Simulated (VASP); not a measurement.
A run of VASP 6.6.1 is set up as follows.

INCAR

```
PREC = Accurate
ENCUT = 520
EDIFF = 1E-8
ISMEAR = -1
SIGMA = 0.05
LREAL = F
LASPH = T
NELM = 60
ALGO = Normal
ISIF = 2
LWAVE = F
LCHARG = F
GGA = PS
LEFG = T
NBANDS = 12
```

File KPOINTS:

```
regular mesh
0
Gamma
  14 14 14
```

File POSCAR:

```
Ti
1.0
   -1.6410000000      1.6410000000      1.6245900000
    1.6410000000     -1.6410000000      1.6245900000
    1.6410000000      1.6410000000     -1.6245900000
Ti
1
Direct
    0.0000000000      0.0000000000      0.0000000000
```

Potentials or basis: VASP PAW PBE potentials, release 64 (Ti_sv).

The run is started by

```bash
$ cat potpaw_PBE.64/Ti_sv/POTCAR > POTCAR
$ mpirun -np 1 vasp_std > vasp.out
```

Task: Estimate the pressure.

Result: -5.9 GPa.

Task: Predict the band gap on the k mesh.

Result: Zero (band 6 reaches 8.84 eV, above the bottom of band 7 at 7.24 eV).

Stress tensor (GPa, compression positive):
```
-5.82  0.00  0.00
 0.00 -5.82  0.00
 0.00  0.00 -6.15
```

Caveat: the cell differs from its parent crystal (zz strain of -1 %); without QUAD_EFG the Cq values of the log hold for a quadrupole moment of 1 mb, not for the nuclei; the PAW data sets were made with another functional, which shifts forces and pressure a little.
